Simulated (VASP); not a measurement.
# ZrB2 (P6/mmm) in VASP: a series of runs, part 2 of 3

VASP 6.6.1.

## Step 3: Electric field gradients, LDA (volume scaled by 1.06)

Contents of INCAR:

```
PREC = Accurate
ENCUT = 520
EDIFF = 1E-8
ISMEAR = -1
SIGMA = 0.03
LREAL = F
LASPH = T
NELM = 100
ALGO = Normal
ISIF = 2
LWAVE = F
LCHARG = F
GGA = CA
LEFG = T
NBANDS = 16
```

Contents of KPOINTS:

```
Automatic mesh
0
Gamma
  13 13 10
```

Contents of POSCAR:

```
ZrB2
1.0
    3.2270744050      0.0000000000      0.0000000000
   -1.6135372026      2.7947284147      0.0000000000
    0.0000000000      0.0000000000      3.5890371349
Zr B
1 2
Direct
    0.0000000000      0.0000000000      0.0000000000
    0.3333333333      0.6666666667      0.5000000000
    0.6666666667      0.3333333333      0.5000000000
```

Potentials or basis: VASP PAW LDA potentials, release 64 (Zr_sv, B).

Launch:

```sh
> cat potpaw_LDA.64/Zr_sv/POTCAR potpaw_LDA.64/B/POTCAR > POTCAR
> mpirun -np 1 vasp_std > vasp.out
```

OUTCAR:

```text
PREC = Accurate
   ENCUT = 520
   EDIFF = 1E-8
   ISMEAR = -1
   LREAL = F
   LASPH = T
   NELM = 100
   ISIF = 2
   GGA = CA

 ion  position               nearest neighbor table
   1  0.000  0.000  0.000-   2 2.59   3 2.59   2 2.59   3 2.59   3 2.59   3 2.59   2 2.59   2 2.59
                             3 2.59   3 2.59   2 2.59   2 2.59
   2  0.333  0.667  0.500-   3 1.86   3 1.86   3 1.86   1 2.59   1 2.59   1 2.59   1 2.59   1 2.59
                             1 2.59
   3  0.667  0.333  0.500-   2 1.86   2 1.86   2 1.86   1 2.59   1 2.59   1 2.59   1 2.59   1 2.59
                             1 2.59

  LATTYP: Found a hexagonal cell.
 ALAT       =     3.2270744050
 C/A-ratio  =     1.1121643583

  Lattice vectors:

 A1 = (   3.2270744050,   0.0000000000,   0.0000000000)
 A2 = (  -1.6135372026,   2.7947284147,   0.0000000000)
 A3 = (   0.0000000000,   0.0000000000,   3.5890371349)

Analysis of symmetry for initial positions (statically):
=====================================================================
 Subroutine PRICEL returns:
 Original cell was already a primitive cell.

 Routine SETGRP: Setting up the symmetry group for a
 hexagonal supercell.

 Subroutine GETGRP returns: Found 24 space group operations
 (whereof 24 operations were pure point group operations)
 out of a pool of 24 trial point group operations.

The static configuration has the point symmetry D_6h.

Analysis of symmetry for dynamics (positions and initial velocities):
=====================================================================
 Subroutine PRICEL returns:
 Original cell was already a primitive cell.

 Routine SETGRP: Setting up the symmetry group for a
 hexagonal supercell.

 Subroutine GETGRP returns: Found 24 space group operations
 (whereof 24 operations were pure point group operations)
 out of a pool of 24 trial point group operations.

The dynamic configuration has the point symmetry D_6h.

 Subroutine INISYM returns: Found 24 space group operations
 (whereof 24 operations are pure point group operations),
 and found     1 'primitive' translations

----------------------------------------------------------------------------------------

                                     Primitive cell

  volume of cell :      32.3688

  direct lattice vectors                    reciprocal lattice vectors
     3.227074405  0.000000000  0.000000000     0.309878198  0.178908261  0.000000000
    -1.613537203  2.794728415  0.000000000     0.000000000  0.357816522  0.000000000
     0.000000000  0.000000000  3.589037135     0.000000000  0.000000000  0.278626262

  length of vectors
     3.227074405  3.227074405  3.589037135     0.357816522  0.357816522  0.278626262

  position of ions in fractional coordinates (direct lattice)
     0.000000000  0.000000000  0.000000000
     0.333333333  0.666666667  0.500000000
     0.666666667  0.333333333  0.500000000

  ion indices of the primitive-cell ions
   primitive index   ion index
                 1           1
[... 84 lines left out ...]
   PSTRESS=    0.0 pullay stress
   NELECT =      18.0000    total number of electrons
   NUPDOWN=      -1.0000    fix difference up-down
   EMIN   =  10.00;   EMAX   =-10.00  energy-range for DOS
   EFERMI =   0.00;   METHOD = LEGACY
   ISMEAR =    -1;   SIGMA  =   0.03  broadening in eV -4-tet -1-fermi 0-gaus
   EFERMI_NEDOS =   21; number of points for ismear=-14 and -15
   IALGO  =     38    algorithm
   IMIX   =      4    mixing-type and parameters
     AMIX     =   0.40;   BMIX     =  1.00
     AMIX_MAG =   1.60;   BMIX_MAG =  1.00
  volume/ion in A,a.u.               =      10.79        72.81
  Fermi-wavevector in a.u.,A,eV,Ry     =   1.346243  2.544031 24.658797  1.812370
  Thomas-Fermi vector in A             =   2.474091
   LORBIT       =      0    0 simple, 1 ext, 2 COOP (PROOUT), +10 PAW based schemes
   GGA     = CA    functional components
   LHFCALC =     F    Hartree Fock is set to
   AEXX    =    0.0000 exact exchange contribution
   IVDW    =     0    specifies the selected vdW correction
   LEPSILON=     F    determine dielectric tensor
   LRPA    =     F    only Hartree local field effects (RPA)
 non-spin polarized calculation
  energy-cutoff  :      520.00
  volume of cell :       32.37
 maximum number of plane-waves:       898
   NGX = 13   NGY = 13   NGZ = 13

 number of electron      18.0000000 magnetization

 Free energy of the ion-electron system (eV)
  ---------------------------------------------------
  ext. energy  EPLUGINS =         0.00000000
  ---------------------------------------------------
  free energy    TOTEN  =       -27.31556271 eV

  energy without entropy =      -27.31435641  energy(sigma->0) =      -27.31495956

 E-fermi :   9.9927     XC(G=0): -12.3504

 val. band max:        9.9900844822   @ k =   0.3077   0.1538   0.0000
 cond. band min:      10.0018410000   @ k =   0.0769   0.0769   0.3000
 fundamental gap:      0.0117565178
 Fermi energy:         9.9926608723

 k-point     1 :       0.0000    0.0000    0.0000
  band No.  band energies     occupation
      1     -38.6166      2.00000
      2     -16.9283      2.00000
      3     -16.4406      2.00000
      4     -16.4406      2.00000
      5      -2.4274      2.00000
      6       7.3541      2.00000
[... 433 lines left out ...]
      3     -16.6188      2.00000
      4     -16.4784      2.00000
      5      -1.8667      2.00000
      6       6.1859      2.00000
[... 8 lines left out ...]
     15      16.1226      0.00000
     16      16.8929      0.00000

 [... further k-points ...]

------------------------ aborting loop because EDIFF is reached ----------------------------------------

  FORCE on cell =-STRESS in cart. coord.  units (eV):
  Direction    XX          YY          ZZ          XY          YZ          ZX
  --------------------------------------------------------------------------------------
  -------------------------------------------------------------------------------------
  Total       -3.9835035     -3.9835035     -3.5146275      0.0000000     -0.0000000     -0.0000000
  in kB     -197.1738187   -197.1738187   -173.9655881      0.0000000     -0.0000000     -0.0000000
  external PRESSURE =    -189.4377418 kB  Pullay stress =       0.0000000 kB

 VOLUME and BASIS-vectors are now :
 -----------------------------------------------------------------------------
  energy-cutoff  :      520.00
  volume of cell :       32.37
      direct lattice vectors                 reciprocal lattice vectors
     3.227074405  0.000000000  0.000000000     0.309878198  0.178908261  0.000000000
    -1.613537203  2.794728415  0.000000000     0.000000000  0.357816522  0.000000000
     0.000000000  0.000000000  3.589037135     0.000000000  0.000000000  0.278626262

 POSITION                                       TOTAL-FORCE (eV/Angst)
 -----------------------------------------------------------------------------------
      0.00000      0.00000      0.00000         0.000000     -0.000000      0.000000
     -0.00000      1.86315      1.79452         0.000000     -0.000000      0.000000
      1.61354      0.93158      1.79452        -0.000000      0.000000     -0.000000
 -----------------------------------------------------------------------------------
    total drift:                               -0.000000      0.000000      0.000000

  FREE ENERGIE OF THE ION-ELECTRON SYSTEM (eV)
  ---------------------------------------------------
  free  energy   TOTEN  =       -27.3155627094 eV

  energy  without entropy=      -27.3143564109  energy(sigma->0) =      -27.31495956

 Electric field gradients (V/A^2)
---------------------------------------------------------------------
 ion       V_xx      V_yy      V_zz      V_xy      V_xz      V_yz
---------------------------------------------------------------------
   1     -21.825   -21.825    43.651     0.000     0.000     0.000
   2      -0.858    -0.858     1.715    -0.000     0.000    -0.000
   3      -0.858    -0.858     1.715    -0.000     0.000    -0.000
---------------------------------------------------------------------

 Electric field gradients after diagonalization (V/A^2)
 (convention: |V_zz| > |V_xx| > |V_yy|)
----------------------------------------------------------------------
 ion       V_xx      V_yy      V_zz     asymmetry (V_yy - V_xx)/ V_zz
----------------------------------------------------------------------
   1     -21.826   -21.825    43.651       0.000
   2      -0.858    -0.858     1.715       0.000
   3      -0.858    -0.858     1.715       0.000
----------------------------------------------------------------------

           NMR quadrupolar parameters

 Cq : quadrupolar parameter    Cq=e*Q*V_zz/h
 eta: asymmetry parameters     (V_yy - V_xx)/ V_zz
 Q  : nuclear electric quadrupole moment in mb (millibarn)
----------------------------------------------------------------------
 ion       Cq(MHz)       eta       Q (mb)
----------------------------------------------------------------------
   1       0.106       0.000       1.000
   2       0.004       0.000       1.000
   3       0.004       0.000       1.000
----------------------------------------------------------------------
```

OSZICAR:

```text
N       E                     dE             d eps       ncg     rms          rms(c)
DAV:   1     0.100468678508E+03    0.10047E+03   -0.95733E+03  4032   0.111E+03
DAV:   2    -0.257711862355E+02   -0.12624E+03   -0.12159E+03  5328   0.290E+02
DAV:   3    -0.299537381325E+02   -0.41826E+01   -0.41671E+01  6248   0.452E+01
DAV:   4    -0.300137519855E+02   -0.60014E-01   -0.59997E-01  4880   0.507E+00
DAV:   5    -0.300148768729E+02   -0.11249E-02   -0.11248E-02  6168   0.497E-01    0.194E+01
DAV:   6    -0.273659230823E+02    0.26490E+01   -0.62284E+00  5208   0.158E+01    0.754E+00
DAV:   7    -0.273221165049E+02    0.43807E-01   -0.56329E-01  5512   0.456E+00    0.296E+00
DAV:   8    -0.273197371546E+02    0.23794E-02   -0.89837E-02  4840   0.232E+00    0.369E-01
DAV:   9    -0.273158842667E+02    0.38529E-02   -0.19766E-02  5056   0.999E-01    0.182E-01
DAV:  10    -0.273155576678E+02    0.32660E-03   -0.17546E-03  4752   0.368E-01    0.376E-02
DAV:  11    -0.273155641013E+02   -0.64335E-05   -0.57453E-05  5168   0.708E-02    0.850E-03
DAV:  12    -0.273155629028E+02    0.11985E-05   -0.27868E-06  5248   0.136E-02    0.642E-03
DAV:  13    -0.273155627058E+02    0.19702E-06   -0.46094E-07  5584   0.596E-03    0.103E-03
DAV:  14    -0.273155627094E+02   -0.36132E-08   -0.30439E-08  4648   0.136E-03
   1 F= -.27315563E+02 E0= -.27314960E+02  d E =-.120630E-02
```

stdout:

```text
POSCAR found type information on POSCAR ZrB
 POSCAR found :  2 types and       3 ions
 scaLAPACK will be used
 LDA part: xc-table for (Slater(with rela. corr.)+CA(PZ))
 , standard interpolation
 POSCAR, INCAR and KPOINTS ok, starting setup
 FFT: planning ... GRIDC
 FFT: planning ... GRID_SOFT
 FFT: planning ... GRID
 WAVECAR not read
 entering main loop
ion   1

ion   2

ion   3
```

It took 89 s on 1 thread of AMD EPYC 7R13, shared host; peak memory 0.15 GiB.

What came out:

```
Free energy            : -27.3156 eV
Pressure               : -18.9 GPa
Band gap on the k mesh : zero (band 9 reaches 10.43 eV, above the bottom of band 10 at 9.61 eV)
```

Stress tensor (GPa, compression positive):
```
-19.72   0.00   0.00
  0.00 -19.72   0.00
  0.00   0.00 -17.40
```

Electric field gradients, principal values (V/Å²):
| atom | least | middle | greatest (by size) |
| --- | --- | --- | --- |
| 1 Zr | -21.825 | -21.826 | 43.651 |
| 2 B | -0.858 | -0.858 | 1.715 |
| 3 B | -0.858 | -0.858 | 1.715 |

Caveat: without QUAD_EFG the Cq values of the log hold for a quadrupole moment of 1 mb, not for the nuclei.

(Continued in part 3 of 3.)
